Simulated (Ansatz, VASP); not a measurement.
# NiO2: VASP beside Ansatz

File INCAR:

```
SYSTEM = NiO2
ALGO = Normal
EDIFF = 1E-6
ENCUT = 700
GGA = PS
GGA_COMPAT = .FALSE.
ISIF = 2
ISMEAR = 0
LASPH = .TRUE.
LCHARG = .FALSE.
LREAL = .FALSE.
LWAVE = .FALSE.
NBANDS = 22
NELM = 120
PREC = Accurate
SIGMA = 0.05
```

KPOINTS

```
k-points
0
G
  12 12 6
  0 0 0
```

Contents of POSCAR:

```
NiO2
1.0
    2.7656549825      0.0000000000      0.0000000000
   -1.3828274913      2.3951274729      0.0000000000
    0.0000000000      0.0000000000      5.0387468126
Ni O
1 2
Direct
    0.0000000000      0.0000000000      0.5000000000
    0.6666666667      0.3333333333      0.6499533987
    0.3333333333      0.6666666667      0.3500466013
```

Input for Ansatz:

```yaml
crystal:
  lattice:
    - [2.7656549825, 0.0, 0.0]
    - [-1.3828274913, 2.3951274729, 0.0]
    - [0.0, 0.0, 5.0387468126]
  atoms:
    - { symbol: Ni, position: [0.0, 0.0, 0.5] }
    - { symbol: O, position: [0.6666666667, 0.3333333333, 0.6499533987] }
    - { symbol: O, position: [0.3333333333, 0.6666666667, 0.3500466013] }
basis:
  ecutwfc: 520.0
kpoints:
  mp_grid: { grid: [12, 12, 6] }
hamiltonian:
  xc: pbesol
scf:
  occupations: { method: gaussian, width: 0.05 }
output:
  forces: true
  stress: true
  eigenvalues: true
```

Alike in both runs: task single point; functional PBEsol; k mesh 12 × 12 × 6; occupations gaussian, width 0.05 eV; no spin polarisation.

```csv
,VASP,Ansatz
version,VASP 6.6.1,Ansatz 0.2.0
potentials or method,"VASP PAW PBE potentials, release 64 (Ni_sv_GW, O), cutoff 700 eV","scalar-relativistic, plane waves, PAW"
valence electrons in the cell,30,30
```

|  | VASP | Ansatz | Ansatz less VASP |
| --- | --- | --- | --- |
| gap on the k mesh at the Fermi level (eV) | 1.01 | 1.02 | +0.010 |
| least direct gap on the mesh (eV) | 1.58 | 1.58 | +0.006 |
| rms of the force components (eV/Å) | 2.019 | 1.998 | -0.0216 |

VASP's potentials were made for PBE, not for PBEsol. Atom by atom the forces differ by 0.022 eV/Å (rms over components).
